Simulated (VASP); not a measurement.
# Si2Ni (Fm-3m) in VASP: a series of runs, part 2 of 2

VASP 6.6.1. Earlier steps stand in the parts before.

**5. Single point, PBE (13.46 Å³/atom)**

This run uses another cell than the first one, of 13.46 Å³/atom.

Contents of INCAR:

```
PREC     = Accurate       # precision mode
ENCUT    = 520            # plane-wave cutoff, eV
EDIFF    = 1E-6           # SCF threshold, eV
ISMEAR   = 0              # smearing method
SIGMA    = 0.15           # smearing width, eV
LREAL    = False          # projectors in reciprocal space
LASPH    = True           # aspherical terms in the spheres
NELM     = 100            # most SCF steps
ALGO     = Normal         # electronic algorithm
ISIF     = 2              # what is computed and relaxed
LWAVE    = False          # write WAVECAR
LCHARG   = False          # write CHGCAR
GGA      = PE             # functional
NBANDS   = 16             # bands
```

Contents of KPOINTS:

```
regular mesh
0
Gamma
  14 14 14
```

Contents of POSCAR:

```
Si2Ni
1.0
    0.0000000000      2.7231673631      2.7231673631
    2.7231673631      0.0000000000      2.7231673631
    2.7231673631      2.7231673631      0.0000000000
Si Ni
2 1
Direct
    0.2500000000      0.2500000000      0.2500000000
    0.7500000000      0.7500000000      0.7500000000
    0.0000000000      0.0000000000      0.0000000000
```

Potentials or basis: VASP PAW PBE potentials, release 64 (Si, Ni).

The run is started by

```sh
$ cat potpaw_PBE.64/Si/POTCAR potpaw_PBE.64/Ni/POTCAR > POTCAR
$ mpirun -np 1 vasp_std > vasp.out
```

OUTCAR:

```text
PREC = Accurate
   ENCUT = 520
   EDIFF = 1E-6
   ISMEAR = 0
   LREAL = False
   LASPH = True
   NELM = 100
   ISIF = 2
   GGA = PE

 ion  position               nearest neighbor table
   1  0.250  0.250  0.250-   3 2.36   3 2.36   3 2.36   3 2.36   2 2.72   2 2.72   2 2.72   2 2.72
                             2 2.72   2 2.72
   2  0.750  0.750  0.750-   3 2.36   3 2.36   3 2.36   3 2.36   1 2.72   1 2.72   1 2.72   1 2.72
                             1 2.72   1 2.72
   3  0.000  0.000  0.000-   2 2.36   2 2.36   2 2.36   1 2.36   2 2.36   1 2.36   1 2.36   1 2.36

  LATTYP: Found a face centered cubic cell.
 ALAT       =     5.4463347262

  Lattice vectors:

 A1 = (   0.0000000000,   2.7231673631,   2.7231673631)
 A2 = (   2.7231673631,   0.0000000000,   2.7231673631)
 A3 = (   2.7231673631,   2.7231673631,   0.0000000000)

Analysis of symmetry for initial positions (statically):
=====================================================================
 Subroutine PRICEL returns:
 Original cell was already a primitive cell.

 Routine SETGRP: Setting up the symmetry group for a
 face centered cubic supercell.

[... 172 lines left out ...]
 cond. band min:      10.1599248205   @ k =  -0.4286   0.4286   0.0714
 fundamental gap:      0.1015486826
 Fermi energy:        10.1236206437

 k-point     1 :       0.0000    0.0000    0.0000
  band No.  band energies     occupation
      1      -3.5150      2.00000
      2       5.0714      2.00000
      3       5.0714      2.00000
      4       5.0714      2.00000
      5       6.7413      2.00000
      6       6.7413      2.00000
[... 433 lines left out ...]
      3       5.2261      2.00000
      4       5.2717      2.00000
      5       6.2197      2.00000
      6       6.8667      2.00000
[... 8 lines left out ...]
     15      17.1664      0.00000
     16      17.3788      0.00000

 [... further k-points ...]

------------------------ aborting loop because EDIFF is reached ----------------------------------------

  FORCE on cell =-STRESS in cart. coord.  units (eV):
  Direction    XX          YY          ZZ          XY          YZ          ZX
  --------------------------------------------------------------------------------------
  -------------------------------------------------------------------------------------
  Total       -0.0325502     -0.0325502     -0.0325502     -0.0000000      0.0000000      0.0000000
  in kB       -1.2912521     -1.2912521     -1.2912521     -0.0000000      0.0000000      0.0000000
  external PRESSURE =      -1.2912521 kB  Pullay stress =       0.0000000 kB

 VOLUME and BASIS-vectors are now :
 -----------------------------------------------------------------------------
  energy-cutoff  :      520.00
  volume of cell :       40.39
      direct lattice vectors                 reciprocal lattice vectors
     0.000000000  2.723167363  2.723167363    -0.183609721  0.183609721  0.183609721
     2.723167363  0.000000000  2.723167363     0.183609721 -0.183609721  0.183609721
     2.723167363  2.723167363  0.000000000     0.183609721  0.183609721 -0.183609721

 POSITION                                       TOTAL-FORCE (eV/Angst)
 -----------------------------------------------------------------------------------
      1.36158      1.36158      1.36158         0.000000      0.000000      0.000000
      4.08475      4.08475      4.08475         0.000000      0.000000     -0.000000
      0.00000      0.00000      0.00000        -0.000000     -0.000000     -0.000000
 -----------------------------------------------------------------------------------
    total drift:                                0.000000     -0.000000     -0.000000

  FREE ENERGIE OF THE ION-ELECTRON SYSTEM (eV)
  ---------------------------------------------------
  free  energy   TOTEN  =       -17.3747647954 eV

  energy  without entropy=      -17.3657367039  energy(sigma->0) =      -17.37025075
```

stdout:

```text
POSCAR found type information on POSCAR SiNi
 POSCAR found :  2 types and       3 ions
 scaLAPACK will be used
 LDA part: xc-table for (Slater+PW92), standard interpolation
 POSCAR, INCAR and KPOINTS ok, starting setup
 FFT: planning ... GRIDC
 FFT: planning ... GRID_SOFT
 FFT: planning ... GRID
 WAVECAR not read
 entering main loop
```

Run time: 1.7 min. Hardware: 1 thread of Intel Xeon Platinum 8259CL at 2.50GHz (Skylake/Cascade Lake), shared host; peak memory 0.21 GiB.

What came out:

* Free energy: -17.3748 eV
* Pressure: -0.1 GPa
* Band gap on the k mesh: zero (bands 9 and 10 overlap by 2.14 eV)

Levels at points of the mesh, in eV from the Fermi level:
```
           k point  band 7  band 8  band 9  band 10  band 11  band 12
(0.00, 0.00, 0.00)   -0.47    1.67    1.67     1.67     2.32     2.32
(0.50, 0.00, 0.00)   -3.21   -1.39   -1.39     1.76     1.80     1.80
(0.50, 0.50, 0.00)   -3.48   -3.31   -3.00    -0.44     1.47     7.75
```

Spin polarisation is off, so any magnetic state and its effect on volume and gap are missing.

**6. Single point, PBE (14.27 Å³/atom)**

This run uses another cell than the first one, of 14.27 Å³/atom.

Contents of INCAR:

```
SYSTEM = Si2Ni
PREC = Accurate ; ENCUT = 520
EDIFF = 1E-7 ; ISMEAR = 0
SIGMA = 0.15 ; LREAL = .FALSE.
LASPH = .TRUE. ; NELM = 60
ALGO = Normal ; ISIF = 2
LWAVE = .FALSE. ; LCHARG = .TRUE.
GGA = PE ; LELF = .TRUE.
LVHAR = .TRUE. ; NBANDS = 16
```

Contents of KPOINTS:

```
regular mesh
0
G
  14 14 14
  0 0 0
```

Contents of POSCAR:

```
Si2Ni
1.0
    0.0000000000      2.7765473069      2.7765473069
    2.7765473069      0.0000000000      2.7765473069
    2.7765473069      2.7765473069      0.0000000000
Si Ni
2 1
Direct
    0.2500000000      0.2500000000      0.2500000000
    0.7500000000      0.7500000000      0.7500000000
    0.0000000000      0.0000000000      0.0000000000
```

Potentials or basis: VASP PAW PBE potentials, release 64 (Si, Ni).

The run is started by

```sh
$ cat potpaw_PBE.64/Si/POTCAR potpaw_PBE.64/Ni/POTCAR > POTCAR
$ mpirun -np 1 vasp_std > vasp.out
```

OUTCAR:

```text
SYSTEM = Si2Ni
   PREC = Accurate
   ENCUT = 520
   EDIFF = 1E-7
   ISMEAR = 0
   LREAL = .FALSE.
   LASPH = .TRUE.
   NELM = 60
   ISIF = 2
   GGA = PE

 ion  position               nearest neighbor table
   1  0.250  0.250  0.250-   3 2.40   3 2.40   3 2.40   3 2.40   2 2.78   2 2.78   2 2.78   2 2.78
                             2 2.78   2 2.78
   2  0.750  0.750  0.750-   3 2.40   3 2.40   3 2.40   3 2.40   1 2.78   1 2.78   1 2.78   1 2.78
                             1 2.78   1 2.78
   3  0.000  0.000  0.000-   1 2.40   2 2.40   2 2.40   2 2.40   2 2.40   1 2.40   1 2.40   1 2.40

  LATTYP: Found a face centered cubic cell.
 ALAT       =     5.5530946138

  Lattice vectors:

 A1 = (   0.0000000000,   2.7765473069,   2.7765473069)
 A2 = (   2.7765473069,   0.0000000000,   2.7765473069)
 A3 = (   2.7765473069,   2.7765473069,   0.0000000000)

Analysis of symmetry for initial positions (statically):
=====================================================================
 Subroutine PRICEL returns:
 Original cell was already a primitive cell.

 Routine SETGRP: Setting up the symmetry group for a
 face centered cubic supercell.

 Subroutine GETGRP returns: Found 48 space group operations
[... 172 lines left out ...]
 fundamental gap:      0.1035464370
 Fermi energy:         9.2298093860

 k-point     1 :       0.0000    0.0000    0.0000
  band No.  band energies     occupation
      1      -3.8039      2.00000
      2       4.6080      2.00000
      3       4.6080      2.00000
      4       4.6080      2.00000
      5       6.2149      2.00000
      6       6.2149      2.00000
[... 433 lines left out ...]
      3       4.7494      2.00000
      4       4.7966      2.00000
      5       5.7178      2.00000
      6       6.3264      2.00000
[... 8 lines left out ...]
     15      16.2485      0.00000
     16      16.3973      0.00000

 [... further k-points ...]

------------------------ aborting loop because EDIFF is reached ----------------------------------------

  FORCE on cell =-STRESS in cart. coord.  units (eV):
  Direction    XX          YY          ZZ          XY          YZ          ZX
  --------------------------------------------------------------------------------------
  -------------------------------------------------------------------------------------
  Total       -1.9768794     -1.9768794     -1.9768794     -0.0000000      0.0000000     -0.0000000
  in kB      -73.9853147    -73.9853147    -73.9853147     -0.0000000      0.0000000     -0.0000000
  external PRESSURE =     -73.9853147 kB  Pullay stress =       0.0000000 kB

 VOLUME and BASIS-vectors are now :
 -----------------------------------------------------------------------------
  energy-cutoff  :      520.00
  volume of cell :       42.81
      direct lattice vectors                 reciprocal lattice vectors
     0.000000000  2.776547307  2.776547307    -0.180079770  0.180079770  0.180079770
     2.776547307  0.000000000  2.776547307     0.180079770 -0.180079770  0.180079770
     2.776547307  2.776547307  0.000000000     0.180079770  0.180079770 -0.180079770

 POSITION                                       TOTAL-FORCE (eV/Angst)
 -----------------------------------------------------------------------------------
      1.38827      1.38827      1.38827         0.000000      0.000000      0.000000
      4.16482      4.16482      4.16482        -0.000000     -0.000000     -0.000000
      0.00000      0.00000      0.00000        -0.000000     -0.000000      0.000000
 -----------------------------------------------------------------------------------
    total drift:                                0.000000     -0.000000     -0.000000

  FREE ENERGIE OF THE ION-ELECTRON SYSTEM (eV)
  ---------------------------------------------------
  free  energy   TOTEN  =       -17.3157622543 eV

  energy  without entropy=      -17.3062974426  energy(sigma->0) =      -17.31102985
```

stdout:

```text
POSCAR found type information on POSCAR SiNi
 POSCAR found :  2 types and       3 ions
 scaLAPACK will be used
 LDA part: xc-table for (Slater+PW92), standard interpolation
 POSCAR, INCAR and KPOINTS ok, starting setup
 FFT: planning ... GRIDC
 FFT: planning ... GRID_SOFT
 FFT: planning ... GRID
 WAVECAR not read
 entering main loop
```

Run time: 2 min. Hardware: 1 thread of Intel Xeon Platinum 8259CL at 2.50GHz (Skylake/Cascade Lake), shared host; peak memory 0.21 GiB.

Results:

| Property | Result |
| --- | --- |
| Free energy | -17.3158 eV |
| Pressure | -7.4 GPa |
| Band gap on the k mesh | zero (bands 9 and 10 overlap by 2.23 eV) |

Levels at points of the mesh, in eV from the Fermi level:
```tsv
k point	band 6	band 7	band 8	band 9	band 10	band 11	band 12	band 13
(0.00, 0.00, 0.00)	-3.01	-0.83	1.67	1.67	1.67	2.48	2.48	2.48
(0.50, 0.00, 0.00)	-2.86	-2.86	-1.17	-1.17	1.72	1.84	1.84	2.23
(0.50, 0.50, 0.00)	-3.13	-3.13	-2.96	-2.67	-0.44	1.65	7.75	7.75
```

Caveat: the cell stands under tension. Spin polarisation is off, so any magnetic state and its effect on volume and gap are missing.

**7. Summary**

```tsv
cell	gap on the mesh (eV)	pressure (GPa)
a = 3.605 Å, angles 60.0°, 3 atoms	none	45.1
a = 3.690 Å, angles 60.0°, 3 atoms	none	24.4
a = 3.773 Å, angles 60.0°, 3 atoms	none	10.2
a = 3.851 Å, angles 60.0°, 3 atoms	none	-0.1
a = 3.927 Å, angles 60.0°, 3 atoms	none	-7.4
```

Alike in all rows: task single point; level PBE; potentials or basis VASP PAW PBE potentials, release 64 (Si, Ni); no spin polarisation; k mesh 14 × 14 × 14; cutoff (eV) 520; smearing gaussian 0.15 eV.

Caveats: the cell stands under pressure (at least some runs); the cell stands under tension (at least some runs).

Total energies depend on the potentials used, so only differences within one code and one set of settings carry meaning.
